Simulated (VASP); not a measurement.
Wanted: the native input for a VASP 6.6.1 run.

| Item | Value |
| --- | --- |
| Task | single point |
| Functional | HSE06 |
| Potentials or basis | VASP PAW PBE potentials, release 64 (Si, C) |
| Cutoff | 520 eV |
| k mesh | 6 × 6 × 4 |
| Occupations | gaussian, width 0.01 eV |
| Spin | no spin polarisation |
| Dipole correction | no |
| Grid for exact exchange (PRECFOCK) | Normal |
| Further INCAR settings | ALGO = Normal; EDIFF = 1e-06; NBANDS = 16 |
| Share of exact exchange | 0.25 |
| Screening parameter | 0.2079 1/Å |

The system is SiC.

```
CELL_PARAMETERS angstrom
3.07536 0.00000 0.00000
-1.53768 2.66334 0.00000
0.00000 0.00000 5.04811
ATOMIC_POSITIONS crystal
Si 0.33333 0.66667 0.49959
Si 0.66667 0.33333 0.99959
C 0.33333 0.66667 0.87541
C 0.66667 0.33333 0.37541
```

One way to write it, as run:

POSCAR

```
SiC
1.0
    3.0753564098      0.0000000000      0.0000000000
   -1.5376782049      2.6633367766      0.0000000000
    0.0000000000      0.0000000000      5.0481087265
Si C
2 2
Direct
    0.3333333333      0.6666666667      0.4995917736
    0.6666666667      0.3333333333      0.9995917736
    0.3333333333      0.6666666667      0.8754082264
    0.6666666667      0.3333333333      0.3754082264
```

INCAR.step1

```
SYSTEM = SiC
PREC = Accurate ; ENCUT = 520
EDIFF = 1E-5 ; ISMEAR = 0
SIGMA = 0.01 ; LREAL = .FALSE.
LASPH = .TRUE. ; NELM = 100
ALGO = Normal ; ISIF = 2
LWAVE = .TRUE. ; LCHARG = .FALSE.
NBANDS = 16 ; GGA = PE
```

INCAR.step2

```
SYSTEM = SiC
PREC = Accurate ; ENCUT = 520
EDIFF = 1E-6 ; ISMEAR = 0
SIGMA = 0.01 ; LREAL = .FALSE.
LASPH = .TRUE. ; NELM = 100
ALGO = Normal ; ISIF = 2
LWAVE = .FALSE. ; LCHARG = .FALSE.
GGA = PE ; LHFCALC = .TRUE.
HFSCREEN = 0.2079 ; PRECFOCK = Normal
NBANDS = 16 ; ISTART = 1
```

KPOINTS

```
regular mesh
0
G
  6 6 4
  0 0 0
```

Potentials or basis: VASP PAW PBE potentials, release 64 (Si, C).

The run is started by

```sh
$ cat potpaw_PBE.64/Si/POTCAR potpaw_PBE.64/C/POTCAR > POTCAR
$ cp INCAR.step1 INCAR
$ mpirun -np 1 vasp_std > vasp.out
$ cp INCAR.step2 INCAR
$ mpirun -np 1 vasp_std > vasp.out
```

Results of the run:

```json
{
  "Pressure": "-1.6 GPa",
  "Largest force": "0.018 eV/Å",
  "Band gap on the k mesh": "3.16 eV (least direct gap 5.06 eV)"
}
```

Caveat: the PAW data sets were made with another functional, which shifts forces and pressure a little.

It took 51 min on 1 thread of Intel Xeon 8259CL, with other jobs on the host, peak memory 0.27 GiB.
